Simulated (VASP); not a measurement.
The system is PtS2.

```xyz
3
Lattice="3.5857 0.0000 0.0000 -1.7929 3.1053 0.0000 0.0000 0.0000 5.4295" Properties=species:S:1:pos:R:3 pbc="T T T"
Pt    0.0000    0.0000    0.0000
S     0.0000    2.0702    1.0259
S     1.7929    1.0351    4.4036
```

| Property | Result |
| --- | --- |
| Program | VASP 6.6.1 |
| Task | relaxation of the atoms |
| Functional | PBE |
| Potentials or basis | VASP PAW PBE potentials, release 64 (Pt, S) |
| Cutoff | 520 eV |
| k mesh | 12 × 12 × 6 |
| Occupations | gaussian, width 0.05 eV |
| Spin | no spin polarisation |

At the start: pressure 15.3 GPa; volume 20.15 Å³/atom.

Task: Where does the relaxation end?

Result: Over 5 steps the energy falls by 159.3 meV/atom at a fixed cell; space group P-3m1 (No. 164, to 0.1 Å) before and after.

Step by step:
```tsv
step	energy change (eV)	largest force (eV/Å)	pressure (GPa)
1	0.0000	2.5994	15.30
2	-0.4263	0.8241	4.93
3	-0.4779	0.0194	0.54
4	-0.4778	0.0273	0.25
5	-0.4779	0.0094	0.38
```

Final structure:
```yaml
crystal:
  lattice:
    - [3.58571, 0.00000, 0.00000]
    - [-1.79286, 3.10532, 0.00000]
    - [0.00000, 0.00000, 5.42948]
  atoms:
    - { symbol: Pt, position: [0.00000, 0.00000, 0.00000] }
    - { symbol: S, position: [0.33333, 0.66667, 0.22388] }
    - { symbol: S, position: [0.66667, 0.33333, 0.77612] }
```

Caveat: this functional lacks dispersion, which binds layers or chains, so the pressure and a relaxed spacing across them are unreliable.
